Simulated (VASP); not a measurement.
# Hf (Im-3m) in VASP: further runs

Hf is run at these levels: LDA, PBEsol; tasks: single point.

Program: VASP 6.6.1. These are calculated values, not measurements. Logs are shortened: lines on timing, memory, paths and dates and some standing lists are left out, and cuts for length are marked.

## Step 1: The cell of the first run

The structure is cubic, space group Im-3m (No. 229). The conventional cell has a = 3.586 Å, b = 3.586 Å, c = 3.586 Å, α = 90.00°, β = 90.00°, γ = 90.00°. Hf (site symmetry m-3m) has 14 Hf at 3.11 to 3.59 Å within 4.1 Å.

## Step 2: Single point, LDA

File INCAR:

```
SYSTEM = Hf
ALGO = Fast
EDIFF = 1E-7
ENCUT = 520
ISIF = 2
ISMEAR = -1
LASPH = .TRUE.
LCHARG = .TRUE.
LELF = .TRUE.
LREAL = .FALSE.
LVHAR = .TRUE.
LWAVE = .FALSE.
NBANDS = 11
NELM = 80
PREC = Accurate
SIGMA = 0.05
```

File KPOINTS:

```
k-points
0
G
  10 10 10
  0 0 0
```

File POSCAR:

```
Hf
1.0
   -1.7928855410      1.7928855410      1.7928855410
    1.7928855410     -1.7928855410      1.7928855410
    1.7928855410      1.7928855410     -1.7928855410
Hf
1
Direct
    0.0000000000      0.0000000000      0.0000000000
```

Potentials or basis: VASP PAW LDA potentials, release 64 (Hf_pv).

The run is started by

```bash
$ cat potpaw_LDA.64/Hf_pv/POTCAR > POTCAR
$ mpirun -np 1 vasp_std > vasp.out
```

OUTCAR:

```text
SYSTEM = Hf
   EDIFF = 1E-7
   ENCUT = 520
   ISIF = 2
   ISMEAR = -1
   LASPH = .TRUE.
   LREAL = .FALSE.
   NELM = 80
   PREC = Accurate

 ion  position               nearest neighbor table
   1  0.000  0.000  0.000-

  LATTYP: Found a body centered cubic cell.
 ALAT       =     3.5857710820

  Lattice vectors:

 A1 = (  -1.7928855410,   1.7928855410,   1.7928855410)
 A2 = (   1.7928855410,  -1.7928855410,   1.7928855410)
 A3 = (   1.7928855410,   1.7928855410,  -1.7928855410)

Analysis of symmetry for initial positions (statically):
=====================================================================
 Subroutine PRICEL returns:
 Original cell was already a primitive cell.

 Routine SETGRP: Setting up the symmetry group for a
 body centered cubic supercell.

 Subroutine GETGRP returns: Found 48 space group operations
[... 9 lines left out ...]

 Routine SETGRP: Setting up the symmetry group for a
 body centered cubic supercell.

 Subroutine GETGRP returns: Found 48 space group operations
[... 11 lines left out ...]
                                     Primitive cell

  volume of cell :      23.0525

  direct lattice vectors                    reciprocal lattice vectors
    -1.792885541  1.792885541  1.792885541     0.000000000  0.278880045  0.278880045
     1.792885541 -1.792885541  1.792885541     0.278880045  0.000000000  0.278880045
     1.792885541  1.792885541 -1.792885541     0.278880045  0.278880045  0.000000000

  length of vectors
     3.105368849  3.105368849  3.105368849     0.394395942  0.394395942  0.394395942

  position of ions in fractional coordinates (direct lattice)
     0.000000000  0.000000000  0.000000000

  ion indices of the primitive-cell ions
   primitive index   ion index
                 1           1

----------------------------------------------------------------------------------------

 KPOINTS: k-points

Automatic generation of k-mesh.
 Grid dimensions read from file:
 generate k-points for:   10   10   10

 Generating k-lattice:

  Cartesian coordinates                     Fractional coordinates (reciprocal lattice)
     0.000000000  0.027888004  0.027888004     0.100000000  0.000000000  0.000000000
     0.027888004  0.000000000  0.027888004     0.000000000  0.100000000  0.000000000
     0.027888004  0.027888004  0.000000000     0.000000000  0.000000000  0.100000000

  Length of vectors
     0.039439594  0.039439594  0.039439594

  Shift w.r.t. Gamma in fractional coordinates (k-lattice)
     0.000000000  0.000000000  0.000000000

 Subroutine IBZKPT returns following result:
 ===========================================
[... 48 lines left out ...]
   EDIFF  = 0.1E-06   stopping-criterion for ELM
   LREAL  =      F    real-space projection
   EDIFFG = 0.1E-05   stopping-criterion for IOM
   NSW    =      0    number of steps for IOM
   IBRION =     -1    ionic relax: 0-MD 1-quasi-New 2-CG
   NFREE  =      0    steps in history (QN), initial steepest desc. (CG)
   ISIF   =      2    stress and relaxation
   ISYM   =      2    0-nonsym 1-usesym 2-fastsym
   POTIM  = 0.5000    time-step for ionic-motion
   TEBEG  =    0.0;   TEEND  =   0.0 temperature during run
   PSTRESS=    0.0 pullay stress
   NELECT =      10.0000    total number of electrons
   NUPDOWN=      -1.0000    fix difference up-down
   EMIN   =  10.00;   EMAX   =-10.00  energy-range for DOS
   EFERMI =   0.00;   METHOD = LEGACY
   ISMEAR =    -1;   SIGMA  =   0.05  broadening in eV -4-tet -1-fermi 0-gaus
   EFERMI_NEDOS =   21; number of points for ismear=-14 and -15
   IALGO  =     68    algorithm
   IMIX   =      4    mixing-type and parameters
     AMIX     =   0.40;   BMIX     =  1.00
     AMIX_MAG =   1.60;   BMIX_MAG =  1.00
  volume/ion in A,a.u.               =      23.05       155.57
  Fermi-wavevector in a.u.,A,eV,Ry     =   1.239279  2.341897 20.895982  1.535811
  Thomas-Fermi vector in A             =   2.373769
   LORBIT       =      0    0 simple, 1 ext, 2 COOP (PROOUT), +10 PAW based schemes
   GGA     = CA    functional components
   LHFCALC =     F    Hartree Fock is set to
   AEXX    =    0.0000 exact exchange contribution
   IVDW    =     0    specifies the selected vdW correction
   LEPSILON=     F    determine dielectric tensor
   LRPA    =     F    only Hartree local field effects (RPA)
 non-spin polarized calculation
 RMM-DIIS sequential band-by-band and
  energy-cutoff  :      520.00
  volume of cell :       23.05
 maximum number of plane-waves:       638
   NGX = 11   NGY = 11   NGZ = 11

 number of electron      10.0000003 magnetization

 Free energy of the ion-electron system (eV)
  ---------------------------------------------------
  ext. energy  EPLUGINS =         0.00000000
  ---------------------------------------------------
  free energy    TOTEN  =       -10.45761065 eV

  energy without entropy =      -10.44330283  energy(sigma->0) =      -10.45045674

 E-fermi :   4.2529     XC(G=0): -11.3347

 val. band max:        4.2282465487   @ k =  -0.4000   0.4000   0.1000
 cond. band min:       4.2664850363   @ k =   0.3000   0.1000   0.1000
 fundamental gap:      0.0382384876
 Fermi energy:         4.2529027577

 k-point     1 :       0.0000    0.0000    0.0000
  band No.  band energies     occupation
      1     -25.5448      2.00000
      2     -25.5448      2.00000
      3     -25.5448      2.00000
      4      -2.6322      2.00000
      5       5.6594      0.00000
      6       5.6594      0.00000
      7       5.6594      0.00000
      8       8.3650      0.00000
      9       8.3650      0.00000
     10      17.4745      0.00000
     11      17.4745      0.00000
[... 309 lines left out ...]
 k-point    24 :      -0.3000    0.3000    0.1000
  band No.  band energies     occupation
      1     -26.0401      2.00000
      2     -25.7351      2.00000
      3     -25.6038      2.00000
      4       0.2398      2.00000
      5       4.4644      0.02871
      6       4.6173      0.00137
      7       7.0997      0.00000
      8       8.4887      0.00000
      9       9.1085      0.00000
     10      16.1531      0.00000
     11      16.4772      0.00000

 [... further k-points ...]
[... 5 lines left out ...]
  --------------------------------------------------------------------------------------
  -------------------------------------------------------------------------------------
  Total       -1.6050728     -1.6050728     -1.6050728      0.0000000      0.0000000      0.0000000
  in kB     -111.5546348   -111.5546348   -111.5546348      0.0000000      0.0000000      0.0000000
  external PRESSURE =    -111.5546348 kB  Pullay stress =       0.0000000 kB

 VOLUME and BASIS-vectors are now :
 -----------------------------------------------------------------------------
  energy-cutoff  :      520.00
  volume of cell :       23.05
      direct lattice vectors                 reciprocal lattice vectors
    -1.792885541  1.792885541  1.792885541     0.000000000  0.278880045  0.278880045
     1.792885541 -1.792885541  1.792885541     0.278880045  0.000000000  0.278880045
     1.792885541  1.792885541 -1.792885541     0.278880045  0.278880045  0.000000000

 POSITION                                       TOTAL-FORCE (eV/Angst)
 -----------------------------------------------------------------------------------
      0.00000      0.00000      0.00000         0.000000     -0.000000     -0.000000
 -----------------------------------------------------------------------------------
    total drift:                                0.000000      0.000000      0.000000

  FREE ENERGIE OF THE ION-ELECTRON SYSTEM (eV)
  ---------------------------------------------------
  free  energy   TOTEN  =       -10.4576106454 eV

  energy  without entropy=      -10.4433028319  energy(sigma->0) =      -10.45045674
```

stdout:

```text
POSCAR found type information on POSCAR Hf
 POSCAR found :  1 types and       1 ions
 scaLAPACK will be used
 LDA part: xc-table for (Slater(with rela. corr.)+CA(PZ))
 , standard interpolation
 POSCAR, INCAR and KPOINTS ok, starting setup
 FFT: planning ... GRIDC
 FFT: planning ... GRID_SOFT
 FFT: planning ... GRID
 WAVECAR not read
 entering main loop
```

Wall time 6.8 s (1 thread of Intel Xeon 6975P-C, shared host); peak memory 0.13 GiB.

Results:

| Property | Result |
| --- | --- |
| Free energy | -10.4576 eV |
| Pressure | -11.2 GPa |
| Band gap on the k mesh | zero (band 5 reaches 5.66 eV, above the bottom of band 6 at 3.52 eV) |

Caveat: spin-orbit coupling is left out, which moves the levels of the heavy elements.

## Step 3: Single point, LDA

This run uses another cell than the first one, of 23.52 Å³/atom, 1.020 times its volume.

File INCAR:

```
SYSTEM = Hf
ALGO     = Fast           ! electronic algorithm
EDIFF    = 1E-6           ! SCF threshold, eV
ENCUT    = 520            ! plane-wave cutoff, eV
GGA      = CA             ! functional
ISIF     = 2              ! what is computed and relaxed
ISMEAR   = -1             ! smearing method
LASPH    = .TRUE.         ! aspherical terms in the spheres
LCHARG   = .TRUE.         ! write CHGCAR
LELF     = .TRUE.         ! ELF
LREAL    = .FALSE.        ! projectors in reciprocal space
LVHAR    = .TRUE.       
LWAVE    = .FALSE.        ! write WAVECAR
NBANDS   = 11             ! bands
NELM     = 60             ! most SCF steps
PREC     = Accurate       ! precision mode
SIGMA    = 0.05           ! smearing width, eV
```

KPOINTS is that of step 2.

File POSCAR:

```
Hf
1.0
   -1.8050000000      1.8050000000      1.8050000000
    1.8050000000     -1.8050000000      1.8050000000
    1.8050000000      1.8050000000     -1.8050000000
Hf
1
Direct
    0.0000000000      0.0000000000      0.0000000000
```

Potentials or basis: VASP PAW LDA potentials, release 64 (Hf_pv).

The run is started by

```bash
$ cat potpaw_LDA.64/Hf_pv/POTCAR > POTCAR
$ mpirun -np 1 vasp_std > vasp.out
```

Run time: 6.6 s. Hardware: 1 thread of Intel Xeon 6975P-C, shared host; peak memory 0.13 GiB.

Results (log left out):

- Free energy: -10.4227 eV
- Pressure: -12.6 GPa
- Band gap on the k mesh: zero (band 5 reaches 5.51 eV, above the bottom of band 6 at 3.40 eV)

Levels at points of the mesh, in eV from the Fermi level:
| k point | band 2 | band 3 | band 4 | band 5 | band 6 | band 7 | band 8 | band 9 |
| --- | --- | --- | --- | --- | --- | --- | --- | --- |
| (0.00, 0.00, 0.00) | -29.87 | -29.87 | -6.82 | 1.39 | 1.39 | 1.39 | 4.04 | 4.04 |
| (0.50, 0.00, 0.00) | -30.11 | -29.88 | -3.23 | -0.48 | 1.03 | 3.83 | 4.77 | 7.08 |
| (0.50, 0.50, 0.50) | -30.37 | -30.37 | -2.37 | -2.37 | 6.31 | 6.31 | 6.31 | 6.92 |

Caveat: spin-orbit coupling is left out, which moves the levels of the heavy elements.

[end of part 1 of 2]
